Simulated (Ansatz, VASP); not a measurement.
## LaPb3 in VASP and in Ansatz

```
La Pb
1.0
     4.90600    0.00000    0.00000
     0.00000    4.90600    0.00000
     0.00000    0.00000    4.90600
La Pb
1 3
Direct
  0.00000 0.00000 0.00000
  0.00000 0.50000 0.50000
  0.50000 0.00000 0.50000
  0.50000 0.50000 0.00000
```

Alike in both runs: task electric field gradients; functional PBEsol; k mesh 7 × 7 × 7; occupations fermi-dirac, width 0.05 eV; no spin polarisation.

```csv
,VASP,Ansatz
version,VASP 6.6.1,Ansatz 0.2.0
potentials or method,"VASP PAW PBE potentials, release 64 (La, Pb_d), cutoff 520 eV","all-electron PAW with datasets made for the crystal, scalar-relativistic"
```

VASP gave:

* pressure (GPa): -0.9
* size of Vzz on the site where it differs most (V/Å²): 340.8

Estimate Ansatz's values.

pressure (GPa): -0.8; size of Vzz on the site where it differs most (V/Å²): 344.3.

VASP's potentials were made for PBE, not for PBEsol. Ansatz ran all-electron here, and VASP with PAW potentials.

Neither program's run includes spin-orbit coupling.
